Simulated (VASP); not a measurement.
# Ge (P6_3/mmc) in VASP: a series of runs, part 2 of 2

VASP 6.6.1.

### Step 4. Single point, r2SCAN (strain +1.0%)

POSCAR reads:

```
Ge
1.0
    4.0375913633      0.0000000000      0.0000000000
   -2.0187956816      3.4966566907      0.0000000000
    0.0000000000      0.0000000000      6.6587477105
Ge
4
Direct
    0.3333333333      0.6666666667      0.0003305854
    0.6666666667      0.3333333333      0.5003305854
    0.3333333333      0.6666666667      0.3746694146
    0.6666666667      0.3333333333      0.8746694146
```

INCAR.step1 reads:

```
  PREC = Accurate
  ENCUT = 520
  ISMEAR = -1
  SIGMA = 0.02
  LREAL = False
  LASPH = True
  NELM = 100
  NBANDS = 36
  GGA = PE
  ALGO = Normal
  EDIFF = 1E-4
  LWAVE = True
  LCHARG = False
```

INCAR.step2 reads:

```
  PREC = Accurate
  ENCUT = 520
  EDIFF = 1E-6
  ISMEAR = -1
  SIGMA = 0.02
  LREAL = False
  LASPH = True
  NELM = 100
  ALGO = Normal
  ISIF = 2
  LWAVE = False
  LCHARG = True
  METAGGA = R2SCAN
  LMIXTAU = True
  LELF = True
  LVHAR = True
  NBANDS = 36
  ISTART = 1
```

KPOINTS reads:

```
regular mesh
0
Gamma
  12 12 4
```

Potentials or basis: VASP PAW PBE potentials, release 64 (Ge_d).

On the command line:

```
> cat potpaw_PBE.64/Ge_d/POTCAR > POTCAR
> cp INCAR.step1 INCAR
> mpirun -np 1 vasp_std > vasp.out
> cp INCAR.step2 INCAR
> mpirun -np 1 vasp_std > vasp.out
```

OUTCAR:

```text
PREC = Accurate
   ENCUT = 520
   EDIFF = 1E-6
   ISMEAR = -1
   LREAL = False
   LASPH = True
   NELM = 100
   ISIF = 2
   METAGGA = R2SCAN
   ISTART = 1

 ion  position               nearest neighbor table
   1  0.333  0.667  0.000-   4 2.48   4 2.48   4 2.48   3 2.49
   2  0.667  0.333  0.500-   3 2.48   3 2.48   3 2.48   4 2.49
   3  0.333  0.667  0.375-   2 2.48   2 2.48   2 2.48   1 2.49
   4  0.667  0.333  0.875-   1 2.48   1 2.48   1 2.48   2 2.49

  LATTYP: Found a hexagonal cell.
 ALAT       =     4.0375913633
[... 1135 lines left out ...]
  Direction    XX          YY          ZZ          XY          YZ          ZX
  --------------------------------------------------------------------------------------
  -------------------------------------------------------------------------------------
  Total       -1.1353550     -1.1353550     -1.0463537     -0.0000000      0.0000000      0.0000000
  in kB      -19.3497048    -19.3497048    -17.8328679     -0.0000000      0.0000000      0.0000000
  external PRESSURE =     -18.8440925 kB  Pullay stress =       0.0000000 kB

 VOLUME and BASIS-vectors are now :
 -----------------------------------------------------------------------------
  energy-cutoff  :      520.00
  volume of cell :       94.01
      direct lattice vectors                 reciprocal lattice vectors
     4.037591363  0.000000000  0.000000000     0.247672414  0.142993735  0.000000000
    -2.018795682  3.496656691  0.000000000     0.000000000  0.285987470  0.000000000
     0.000000000  0.000000000  6.658747711     0.000000000  0.000000000  0.150178388

 POSITION                                       TOTAL-FORCE (eV/Angst)
 -----------------------------------------------------------------------------------
     -0.00000      2.33110      0.00220        -0.000000      0.000000      0.003796
      2.01880      1.16555      3.33158         0.000000     -0.000000      0.003796
     -0.00000      2.33110      2.49483        -0.000000      0.000000     -0.003796
      2.01880      1.16555      5.82420         0.000000     -0.000000     -0.003796
 -----------------------------------------------------------------------------------
    total drift:                               -0.000000      0.000000     -0.000822

  FREE ENERGIE OF THE ION-ELECTRON SYSTEM (eV)
  ---------------------------------------------------
  free  energy   TOTEN  =       -55.4041569890 eV

  energy  without entropy=      -55.4039723846  energy(sigma->0) =      -55.40406469
```

OUTCAR.step1:

```text
PREC = Accurate
   ENCUT = 520
   ISMEAR = -1
   LREAL = False
   LASPH = True
   NELM = 100
[... 1165 lines left out ...]
      2.01880      1.16555      3.33158        -0.000000     -0.000000      0.007364
     -0.00000      2.33110      2.49483         0.000000      0.000000     -0.007364
      2.01880      1.16555      5.82420        -0.000000     -0.000000     -0.007364
 -----------------------------------------------------------------------------------
    total drift:                               -0.000000      0.000000      0.000351

  FREE ENERGIE OF THE ION-ELECTRON SYSTEM (eV)
  ---------------------------------------------------
  free  energy   TOTEN  =       -17.9994350186 eV

  energy  without entropy=      -17.9992644317  energy(sigma->0) =      -17.99934973
```

OSZICAR.step1:

```text
N       E                     dE             d eps       ncg     rms          rms(c)
DAV:   1     0.501637054535E+03    0.50164E+03   -0.28241E+04  4684   0.426E+03
DAV:   2     0.692684152709E+02   -0.43237E+03   -0.42094E+03  4104   0.818E+02
DAV:   3    -0.133764307817E+02   -0.82645E+02   -0.81669E+02  4408   0.208E+02
DAV:   4    -0.180577728507E+02   -0.46813E+01   -0.46635E+01  4848   0.573E+01
DAV:   5    -0.181548479216E+02   -0.97075E-01   -0.97045E-01  4584   0.923E+00    0.433E+00
DAV:   6    -0.180518797946E+02    0.10297E+00   -0.63645E-02  4596   0.204E+00    0.255E+00
DAV:   7    -0.179951440263E+02    0.56736E-01   -0.94177E-02  4416   0.219E+00    0.190E-01
DAV:   8    -0.179985108337E+02   -0.33668E-02   -0.12115E-02  4504   0.102E+00    0.875E-02
DAV:   9    -0.179993751665E+02   -0.86433E-03   -0.85035E-04  3564   0.126E-01    0.219E-02
DAV:  10    -0.179994350186E+02   -0.59852E-04   -0.10382E-04  3528   0.104E-01
   1 F= -.17999435E+02 E0= -.17999350E+02  d E =-.170587E-03
```

It took 9 min on 1 thread of Intel Xeon Platinum 8259CL at 2.50GHz (Skylake/Cascade Lake), shared host; peak memory 0.29 GiB.

What came out:

```yaml
Free_energy: -55.4042 eV
Pressure: -1.9 GPa
Largest_force: 0.004 eV/Å
Band_gap_on_the_k_mesh: 0.02 eV
```

Forces in eV/Å, atoms in the order of the input:
```
Ge   0.000  0.000  0.004
Ge   0.000  0.000  0.004
Ge   0.000  0.000 -0.004
Ge   0.000  0.000 -0.004
```

Caveat: the cell differs from its parent crystal (strain +1.0%); the PAW data sets were made with another functional, which shifts forces and pressure a little. A k mesh can miss the band edges.

### Step 5. Overview

| cell | gap on the mesh (eV) | pressure (GPa) |
| --- | --- | --- |
| a = 3.958, b = 3.958, c = 6.527 Å, angles 90.0, 90.0, 120.0°, 4 atoms, atomic positions A | 0.14 | 2.4 |
| a = 3.998, b = 3.998, c = 6.593 Å, angles 90.0, 90.0, 120.0°, 4 atoms, atomic positions B | 0.06 | 0.1 |
| a = 4.038, b = 4.038, c = 6.659 Å, angles 90.0, 90.0, 120.0°, 4 atoms, atomic positions B | 0.02 | -1.9 |

Alike in all rows: task single point; level r2SCAN; potentials or basis VASP PAW PBE potentials, release 64 (Ge_d); no spin polarisation; k mesh 12 × 12 × 4; cutoff (eV) 520; smearing fermi-dirac 0.02 eV.

Caveats: the PAW data sets were made with another functional, which shifts forces and pressure a little.

Absolute energies hang on the potentials; compare differences alone.
